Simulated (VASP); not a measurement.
# BiTe3 (Pm-3m) in VASP: notebook

Runs on BiTe3. Level: PBE. Tasks: single point, relaxation of cell and atoms.

All numbers are computed with VASP 6.6.1; they aren't measurements. Logs are shortened: lines on timing, memory, paths and dates and some standing lists are left out, and cuts for length are marked.

**1. The cell of the first run**

It takes space group Pm-3m (No. 221, cubic). The conventional cell has a = 5.397 Å, b = 5.397 Å, c = 5.397 Å, α = 90.00°, β = 90.00°, γ = 90.00°. Bi (site symmetry m-3m) has 6 Te at 2.70 Å within 3.6 Å. Te (site symmetry 4/mmm) has 2 Bi at 2.70 Å within 3.6 Å.

**2. Single point, PBE**

File INCAR:

```
SYSTEM = BiTe3
PREC = Accurate ; ENCUT = 520
EDIFF = 1E-6 ; ISMEAR = 0
SIGMA = 0.1 ; LREAL = .FALSE.
LASPH = .TRUE. ; NELM = 100
ALGO = Normal ; ISIF = 2
LWAVE = .FALSE. ; LCHARG = .FALSE.
GGA = PE ; NBANDS = 24
```

File KPOINTS:

```
Automatic mesh
0
G
  4 4 4
  0 0 0
```

File POSCAR:

```
BiTe3
1.0
    5.3969651300      0.0000000000      0.0000000000
    0.0000000000      5.3969651300      0.0000000000
    0.0000000000      0.0000000000      5.3969651300
Bi Te
1 3
Direct
    0.5000000000      0.5000000000      0.5000000000
    0.0000000000      0.5000000000      0.5000000000
    0.5000000000      0.0000000000      0.5000000000
    0.5000000000      0.5000000000      0.0000000000
```

Potentials or basis: VASP PAW PBE potentials, release 64 (Bi_d, Te).

Launch:

```
$ cat potpaw_PBE.64/Bi_d/POTCAR potpaw_PBE.64/Te/POTCAR > POTCAR
$ mpirun -np 1 vasp_std > vasp.out
```

OUTCAR:

```text
SYSTEM = BiTe3
   PREC = Accurate
   ENCUT = 520
   EDIFF = 1E-6
   ISMEAR = 0
   LREAL = .FALSE.
   LASPH = .TRUE.
   NELM = 100
   ISIF = 2
   GGA = PE

 ion  position               nearest neighbor table
   1  0.500  0.500  0.500-   2 2.70   3 2.70   4 2.70   4 2.70   3 2.70   2 2.70
   2  0.000  0.500  0.500-   1 2.70   1 2.70
   3  0.500  0.000  0.500-   1 2.70   1 2.70
   4  0.500  0.500  0.000-   1 2.70   1 2.70

  LATTYP: Found a simple cubic cell.
 ALAT       =     5.3969651300

  Lattice vectors:

 A1 = (   5.3969651300,   0.0000000000,   0.0000000000)
 A2 = (   0.0000000000,   5.3969651300,   0.0000000000)
 A3 = (   0.0000000000,   0.0000000000,   5.3969651300)

Analysis of symmetry for initial positions (statically):
=====================================================================
 Subroutine PRICEL returns:
 Original cell was already a primitive cell.

 Routine SETGRP: Setting up the symmetry group for a
 simple cubic supercell.

 Subroutine GETGRP returns: Found 48 space group operations
 (whereof 48 operations were pure point group operations)
 out of a pool of 48 trial point group operations.

The static configuration has the point symmetry O_h .

Analysis of symmetry for dynamics (positions and initial velocities):
=====================================================================
 Subroutine PRICEL returns:
 Original cell was already a primitive cell.

 Routine SETGRP: Setting up the symmetry group for a
 simple cubic supercell.

 Subroutine GETGRP returns: Found 48 space group operations
 (whereof 48 operations were pure point group operations)
 out of a pool of 48 trial point group operations.

The dynamic configuration has the point symmetry O_h .

 Subroutine INISYM returns: Found 48 space group operations
 (whereof 48 operations are pure point group operations),
 and found     1 'primitive' translations

----------------------------------------------------------------------------------------

                                     Primitive cell

  volume of cell :     157.1987

  direct lattice vectors                    reciprocal lattice vectors
     5.396965130  0.000000000  0.000000000     0.185289320  0.000000000  0.000000000
     0.000000000  5.396965130  0.000000000     0.000000000  0.185289320  0.000000000
     0.000000000  0.000000000  5.396965130     0.000000000  0.000000000  0.185289320

  length of vectors
     5.396965130  5.396965130  5.396965130     0.185289320  0.185289320  0.185289320

  position of ions in fractional coordinates (direct lattice)
     0.500000000  0.500000000  0.500000000
     0.000000000  0.500000000  0.500000000
     0.500000000  0.000000000  0.500000000
     0.500000000  0.500000000  0.000000000

  ion indices of the primitive-cell ions
   primitive index   ion index
                 1           1
                 2           2
                 3           3
                 4           4

----------------------------------------------------------------------------------------

 KPOINTS: Automatic mesh

Automatic generation of k-mesh.
 Grid dimensions read from file:
 generate k-points for:    4    4    4

 Generating k-lattice:

  Cartesian coordinates                     Fractional coordinates (reciprocal lattice)
     0.046322330  0.000000000  0.000000000     0.250000000  0.000000000  0.000000000
     0.000000000  0.046322330  0.000000000     0.000000000  0.250000000  0.000000000
     0.000000000  0.000000000  0.046322330     0.000000000  0.000000000  0.250000000

  Length of vectors
     0.046322330  0.046322330  0.046322330

  Shift w.r.t. Gamma in fractional coordinates (k-lattice)
     0.000000000  0.000000000  0.000000000

 Subroutine IBZKPT returns following result:
 ===========================================

 Found     10 irreducible k-points:

 Following reciprocal coordinates:
            Coordinates               Weight
  0.000000  0.000000  0.000000      1.000000
  0.250000  0.000000  0.000000      6.000000
  0.500000  0.000000  0.000000      3.000000
  0.250000  0.250000  0.000000     12.000000
  0.500000  0.250000  0.000000     12.000000
  0.500000  0.500000  0.000000      3.000000
  0.250000  0.250000  0.250000      8.000000
  0.500000  0.250000  0.250000     12.000000
  0.500000  0.500000  0.250000      6.000000
  0.500000  0.500000  0.500000      1.000000
   k-points           NKPTS =     10   k-points in BZ     NKDIM =     10   number of bands    NBANDS=     24
   number of dos      NEDOS =    301   number of ions     NIONS =      4
   total plane-waves  NPLWV =  64000
   dimension x,y,z NGX =    40 NGY =   40 NGZ =   40
   dimension x,y,z NGXF=    80 NGYF=   80 NGZF=   80
   ions per type =               1   3
   NGX,Y,Z   is equivalent  to a cutoff of  12.32, 12.32, 12.32 a.u.
   NGXF,Y,Z  is equivalent  to a cutoff of  24.64, 24.64, 24.64 a.u.
 SYSTEM =  BiTe3
   PREC   = accura    normal or accurate (medium, high low for compatibility)
[... 62 lines left out ...]

 k-point     1 :       0.0000    0.0000    0.0000
  band No.  band energies     occupation
      1     -19.8928      2.00000
      2     -19.8928      2.00000
      3     -19.7203      2.00000
      4     -19.7203      2.00000
      5     -19.7203      2.00000
      6     -10.7159      2.00000
[... 16 lines left out ...]
     23       9.8174      0.00000
     24       9.8174      0.00000

 k-point     2 :       0.2500    0.0000    0.0000
  band No.  band energies     occupation
      1     -19.8928      2.00000
      2     -19.8927      2.00000
      3     -19.7216      2.00000
      4     -19.7216      2.00000
      5     -19.7203      2.00000
      6     -10.5535      2.00000
[... 16 lines left out ...]
     23       9.6175      0.00000
     24      10.3425      0.00000

 k-point     3 :       0.5000    0.0000    0.0000
  band No.  band energies     occupation
      1     -19.8928      2.00000
      2     -19.8925      2.00000
      3     -19.7229      2.00000
      4     -19.7229      2.00000
      5     -19.7203      2.00000
      6     -10.3490      2.00000
[... 16 lines left out ...]
     23      11.3837      0.00000
     24      11.3840      0.00000

 k-point     4 :       0.2500    0.2500    0.0000
  band No.  band energies     occupation
      1     -19.8928      2.00000
      2     -19.8926      2.00000
      3     -19.7230      2.00000
      4     -19.7216      2.00000
      5     -19.7216      2.00000
      6     -10.3804      2.00000
[... 16 lines left out ...]
     23       9.9370      0.00000
     24      10.3720      0.00000

 k-point     5 :       0.5000    0.2500    0.0000
  band No.  band energies     occupation
      1     -19.8927      2.00000
      2     -19.8924      2.00000
      3     -19.7243      2.00000
      4     -19.7229      2.00000
      5     -19.7216      2.00000
      6     -10.1582      2.00000
[... 16 lines left out ...]
     23      10.4934      0.00000
     24      10.5857      0.00000

 k-point     6 :       0.5000    0.5000    0.0000
  band No.  band energies     occupation
      1     -19.8927      2.00000
      2     -19.8923      2.00000
      3     -19.7256      2.00000
      4     -19.7230      2.00000
      5     -19.7230      2.00000
      6      -9.9037      2.00000
[... 16 lines left out ...]
     23      10.9569      0.00000
     24      11.2420      0.00000

 k-point     7 :       0.2500    0.2500    0.2500
  band No.  band energies     occupation
      1     -19.8926      2.00000
      2     -19.8926      2.00000
      3     -19.7230      2.00000
      4     -19.7230      2.00000
      5     -19.7230      2.00000
      6     -10.1950      2.00000
[... 16 lines left out ...]
     23      10.0099      0.00000
     24      10.0099      0.00000

 k-point     8 :       0.5000    0.2500    0.2500
  band No.  band energies     occupation
      1     -19.8926      2.00000
      2     -19.8924      2.00000
      3     -19.7243      2.00000
      4     -19.7243      2.00000
      5     -19.7230      2.00000
      6      -9.9508      2.00000
[... 16 lines left out ...]
     23      10.1727      0.00000
     24      10.8474      0.00000

 k-point     9 :       0.5000    0.5000    0.2500
  band No.  band energies     occupation
      1     -19.8925      2.00000
      2     -19.8922      2.00000
      3     -19.7256      2.00000
      4     -19.7243      2.00000
      5     -19.7243      2.00000
      6      -9.6637      2.00000
[... 16 lines left out ...]
     23      11.1264      0.00000
     24      11.1264      0.00000

 k-point    10 :       0.5000    0.5000    0.5000
  band No.  band energies     occupation
      1     -19.8923      2.00000
      2     -19.8923      2.00000
      3     -19.7256      2.00000
      4     -19.7256      2.00000
      5     -19.7256      2.00000
      6      -9.3019      2.00000
[... 16 lines left out ...]
     23      11.4091      0.00000
     24      11.4092      0.00000

------------------------ aborting loop because EDIFF is reached ----------------------------------------

  FORCE on cell =-STRESS in cart. coord.  units (eV):
  Direction    XX          YY          ZZ          XY          YZ          ZX
  --------------------------------------------------------------------------------------
  -------------------------------------------------------------------------------------
  Total       14.0017503     14.0017503     14.0017503      0.0000000      0.0000000     -0.0000000
  in kB      142.7066046    142.7066046    142.7066046      0.0000000      0.0000000     -0.0000000
  external PRESSURE =     142.7066046 kB  Pullay stress =       0.0000000 kB

 VOLUME and BASIS-vectors are now :
 -----------------------------------------------------------------------------
  energy-cutoff  :      520.00
  volume of cell :      157.20
      direct lattice vectors                 reciprocal lattice vectors
     5.396965130  0.000000000  0.000000000     0.185289320  0.000000000  0.000000000
     0.000000000  5.396965130  0.000000000     0.000000000  0.185289320  0.000000000
     0.000000000  0.000000000  5.396965130     0.000000000  0.000000000  0.185289320

 POSITION                                       TOTAL-FORCE (eV/Angst)
 -----------------------------------------------------------------------------------
      2.69848      2.69848      2.69848         0.000000      0.000000      0.000000
      0.00000      2.69848      2.69848         0.000000      0.000000      0.000000
      2.69848      0.00000      2.69848         0.000000      0.000000      0.000000
      2.69848      2.69848      0.00000         0.000000      0.000000      0.000000
 -----------------------------------------------------------------------------------
    total drift:                               -0.000000      0.000000     -0.000000

  FREE ENERGIE OF THE ION-ELECTRON SYSTEM (eV)
  ---------------------------------------------------
  free  energy   TOTEN  =        -8.5988724444 eV

  energy  without entropy=       -8.5482021620  energy(sigma->0) =       -8.57353730
```

Run time: 63 s. Hardware: 1 thread of Intel Xeon Platinum 8259CL at 2.50GHz (Skylake/Cascade Lake), shared host; peak memory 0.25 GiB.

What came out:

```
Free energy : -8.5989 eV
Pressure    : 14.3 GPa
```

Levels at points of the mesh, in eV from the Fermi level:
```csv
k point,band 12,band 13,band 14,band 15,band 16,band 17,band 18,band 19,band 20,band 21
"(0.00, 0.00, 0.00)",-6.22,-0.67,-0.67,-0.67,-0.52,-0.52,-0.52,4.28,4.53,4.53
"(0.50, 0.00, 0.00)",-2.14,-1.47,-1.47,-1.09,-0.55,-0.55,0.23,1.54,4.81,5.50
"(0.50, 0.50, 0.00)",-1.68,-1.68,-1.41,-1.41,-0.69,0.95,1.16,1.31,1.31,5.71
"(0.50, 0.50, 0.50)",-3.06,-0.66,-0.66,0.74,0.74,0.74,0.97,0.97,0.97,2.07
```

Caveat: spin-orbit coupling is left out, which moves the levels of the heavy elements.

**3. Single point, PBE**

This run uses another cell than the first one, of 54.88 Å³/atom, 1.396 times its volume.

File INCAR:

```
SYSTEM = BiTe3
ALGO = Normal
EDIFF = 1E-7
ENCUT = 520
GGA = PE
ISIF = 2
ISMEAR = 0
LASPH = .TRUE.
LCHARG = .FALSE.
LREAL = .FALSE.
LWAVE = .FALSE.
NBANDS = 24
NELM = 60
PREC = Accurate
SIGMA = 0.1
```

File KPOINTS:

```
k-points
0
G
  4 4 4
  0 0 0
```

File POSCAR:

```
BiTe3
1.0
    6.0324550157      0.0000000000      0.0000000000
    0.0000000000      6.0324550157      0.0000000000
    0.0000000000      0.0000000000      6.0324550157
Bi Te
1 3
Direct
    0.5000000000      0.5000000000      0.5000000000
    0.0000000000      0.5000000000      0.5000000000
    0.5000000000      0.0000000000      0.5000000000
    0.5000000000      0.5000000000      0.0000000000
```

Potentials or basis: VASP PAW PBE potentials, release 64 (Bi_d, Te).

Launch:

```
$ cat potpaw_PBE.64/Bi_d/POTCAR potpaw_PBE.64/Te/POTCAR > POTCAR
$ mpirun -np 1 vasp_std > vasp.out
```

Wall time 92 s (1 thread of Intel Xeon Platinum 8259CL at 2.50GHz (Skylake/Cascade Lake), shared host); peak memory 0.32 GiB.

It converged, with:

```yaml
Free_energy: -10.6381 eV
Pressure: 0.1 GPa
```

Levels at points of the mesh, in eV from the Fermi level:
| k point | band 13 | band 14 | band 15 | band 16 | band 17 | band 18 | band 19 | band 20 |
| --- | --- | --- | --- | --- | --- | --- | --- | --- |
| (0.00, 0.00, 0.00) | -0.25 | -0.25 | -0.25 | -0.17 | -0.17 | -0.17 | 4.38 | 5.20 |
| (0.50, 0.00, 0.00) | -0.68 | -0.68 | -0.44 | -0.19 | -0.19 | -0.14 | 1.49 | 5.41 |
| (0.50, 0.50, 0.00) | -1.03 | -0.66 | -0.66 | -0.52 | 0.27 | 0.62 | 1.16 | 1.16 |
| (0.50, 0.50, 0.50) | -0.51 | -0.51 | 0.54 | 0.54 | 0.54 | 0.63 | 0.63 | 0.63 |

Caveat: spin-orbit coupling is left out, which moves the levels of the heavy elements.

**4. Relaxation of cell and atoms, PBE**

File INCAR:

```
SYSTEM = BiTe3
PREC = Accurate
ENCUT = 600
EDIFF = 1E-6
ISMEAR = 0
SIGMA = 0.1
LREAL = .False.
LASPH = .True.
NELM = 80
ALGO = Normal
ISIF = 3
LWAVE = .False.
LCHARG = .False.
GGA = PE
IBRION = 2
NSW = 90
EDIFFG = -0.04
```

File KPOINTS:

```
Automatic mesh
0
Gamma
  4 4 4
  0 0 0
```

File POSCAR:

```
BiTe3
1.0
    5.3969651300      0.0000000000      0.0000000000
    0.0000000000      5.3969651300      0.0000000000
    0.0000000000      0.0000000000      5.3969651300
Bi Te
1 3
Direct
    0.5000000000      0.5000000000      0.5000000000
    0.0000000000      0.5000000000      0.5000000000
    0.5000000000      0.0000000000      0.5000000000
    0.5000000000      0.5000000000      0.0000000000
```

Launch:

```
$ cat potpaw_PBE.64/Bi_d/POTCAR potpaw_PBE.64/Te/POTCAR > POTCAR
$ mpirun -np 1 vasp_std > vasp.out
```

Wall time 4.6 min (1 thread of Intel Xeon Platinum 8259CL at 2.50GHz (Skylake/Cascade Lake), shared host); peak memory 0.34 GiB.

It converged, with:

```
Free energy                            : -10.6332 eV
Relaxed volume                         : 55.22 Å³/atom
Relaxed cell                           : a = 6.045 Å, b = 6.045 Å, c = 6.045 Å, α = 90.00°, β = 90.00°, γ = 90.00°
Space group after relaxing (to 0.05 Å) : Pm-3m (No. 221)
Energy gained by relaxing              : 508.6 meV/atom
Ionic steps                            : 4
Pressure after relaxing                : -0.1 GPa
```

The path:
| step | energy change (eV) | largest force (eV/Å) | pressure (GPa) | volume (Å³) |
| --- | --- | --- | --- | --- |
| 1 | 0.0000 | 0.0000 | 14.28 | 157.20 |
| 2 | -1.8162 | 0.0000 | -1.95 | 251.12 |
| 3 | -2.0318 | 0.0000 | 0.28 | 217.33 |
| 4 | -2.0342 | 0.0000 | -0.07 | 220.88 |

Final structure:
```xyz
4
Lattice="6.0448 0.0000 0.0000 0.0000 6.0448 0.0000 0.0000 0.0000 6.0448" Properties=species:S:1:pos:R:3 pbc="T T T"
Bi    3.0224    3.0224    3.0224
Te    0.0000    3.0224    3.0224
Te    3.0224    0.0000    3.0224
Te    3.0224    3.0224    0.0000
```

Levels at points of the mesh, in eV from the Fermi level:
```csv
k point,band 14,band 15,band 16,band 17,band 18,band 19
"(0.00, 0.00, 0.00)",-0.24,-0.24,-0.16,-0.16,-0.16,4.39
"(0.50, 0.00, 0.00)",-0.67,-0.43,-0.18,-0.18,-0.14,1.49
"(0.50, 0.50, 0.00)",-0.65,-0.65,-0.52,0.26,0.62,1.16
"(0.50, 0.50, 0.50)",-0.50,0.53,0.53,0.53,0.63,0.63
```

Caveat: the volume moved by over 15 % at a fixed basis, so the end points are rough; spin-orbit coupling is left out, which moves the levels of the heavy elements.

**5. Single point, PBE**

This run uses another cell than the first one, of 54.88 Å³/atom, 1.396 times its volume.

File INCAR:

```
SYSTEM = BiTe3
PREC     = Accurate       ! precision mode
ENCUT    = 520            ! plane-wave cutoff, eV
EDIFF    = 1E-6           ! SCF threshold, eV
ISMEAR   = 0              ! smearing method
SIGMA    = 0.1            ! smearing width, eV
LREAL    = .FALSE.        ! projectors in reciprocal space
LASPH    = .TRUE.         ! aspherical terms in the spheres
NELM     = 100            ! most SCF steps
ALGO     = Normal         ! electronic algorithm
ISIF     = 2              ! what is computed and relaxed
LWAVE    = .FALSE.        ! write WAVECAR
LCHARG   = .FALSE.        ! write CHGCAR
GGA      = PE             ! functional
NBANDS   = 24             ! bands
```

File KPOINTS:

```
Automatic mesh
0
G
  8 8 8
  0 0 0
```

File POSCAR:

```
BiTe3
1.0
    6.0324550157      0.0000000000      0.0000000000
    0.0000000000      6.0324550157      0.0000000000
    0.0000000000      0.0000000000      6.0324550157
Bi Te
1 3
Direct
    0.5000000000      0.5000000000      0.5000000000
    0.0000000000      0.5000000000      0.5000000000
    0.5000000000      0.0000000000      0.5000000000
    0.5000000000      0.5000000000      0.0000000000
```

Launch:

```
$ cat potpaw_PBE.64/Bi_d/POTCAR potpaw_PBE.64/Te/POTCAR > POTCAR
$ mpirun -np 1 vasp_std > vasp.out
```

Wall time 4.2 min (1 thread of Intel Xeon Platinum 8259CL at 2.50GHz (Skylake/Cascade Lake), shared host); peak memory 0.42 GiB.

It converged, with:

```yaml
Free_energy: -10.7611 eV
Pressure: 0.0 GPa
```

Levels at points of the mesh, in eV from the Fermi level:
| k point | band 13 | band 14 | band 15 | band 16 | band 17 | band 18 | band 19 | band 20 | band 21 | band 22 |
| --- | --- | --- | --- | --- | --- | --- | --- | --- | --- | --- |
| (0.00, 0.00, 0.00) | -0.21 | -0.21 | -0.21 | -0.13 | -0.13 | -0.13 | 4.43 | 5.24 | 5.24 | 5.24 |
| (0.50, 0.00, 0.00) | -0.64 | -0.64 | -0.40 | -0.15 | -0.15 | -0.11 | 1.53 | 5.45 | 5.62 | 5.83 |
| (0.50, 0.50, 0.00) | -0.99 | -0.62 | -0.62 | -0.50 | 0.29 | 0.66 | 1.20 | 1.20 | 5.58 | 6.32 |
| (0.50, 0.50, 0.50) | -0.49 | -0.49 | 0.57 | 0.57 | 0.57 | 0.67 | 0.67 | 0.67 | 0.70 | 4.73 |

Caveat: spin-orbit coupling is left out, which moves the levels of the heavy elements.

**6. Summary**

```tsv
task	cell	k mesh	cutoff (eV)	gap on the mesh (eV)	pressure (GPa)
single point	a = 5.397 Å, 4 atoms	4 × 4 × 4	520	none	14.3
single point	a = 6.032 Å, 4 atoms	4 × 4 × 4	520	none	0.1
relaxation of cell and atoms	relaxed from a = 5.397 Å, 4 atoms	4 × 4 × 4	600	none	-0.1
single point	a = 6.032 Å, 4 atoms	8 × 8 × 8	520	none	0.0
```

Alike in all rows: level PBE; potentials or basis VASP PAW PBE potentials, release 64 (Bi_d, Te); no spin polarisation; smearing gaussian 0.1 eV.

Caveats: spin-orbit coupling is left out, which moves the levels of the heavy elements; the volume moved by over 15 % at a fixed basis, so the end points are rough (some runs).

Absolute energies hang on the potentials; compare differences alone.
